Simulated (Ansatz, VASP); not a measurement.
**SnTe: VASP beside Ansatz**

```
Sn Te
1.0
     0.00000    3.09206    3.09206
     3.09206    0.00000    3.09206
     3.09206    3.09206    0.00000
Sn Te
1 1
Direct
  0.00000 0.00000 0.00000
  0.50000 0.50000 0.50000
```

Change from the starting cell: volume scaled by 0.94, crystal datasets.

Alike in both runs: task electric field gradients; functional PBE; k mesh 11 × 11 × 11; occupations fermi-dirac, width 0.08 eV; no spin polarisation.

|  | VASP | Ansatz |
| --- | --- | --- |
| version | VASP 6.6.1 | Ansatz 0.2.0 |
| potentials or method | VASP PAW PBE potentials, release 64 (Sn_d, Te), cutoff 520 eV | all-electron PAW with datasets made for the crystal, scalar-relativistic |

```tsv
	VASP	Ansatz	Ansatz less VASP
pressure (GPa)	5.5	5.5	+0.02
```

Ansatz ran all-electron here, and VASP with PAW potentials.

Neither program's run includes spin-orbit coupling.
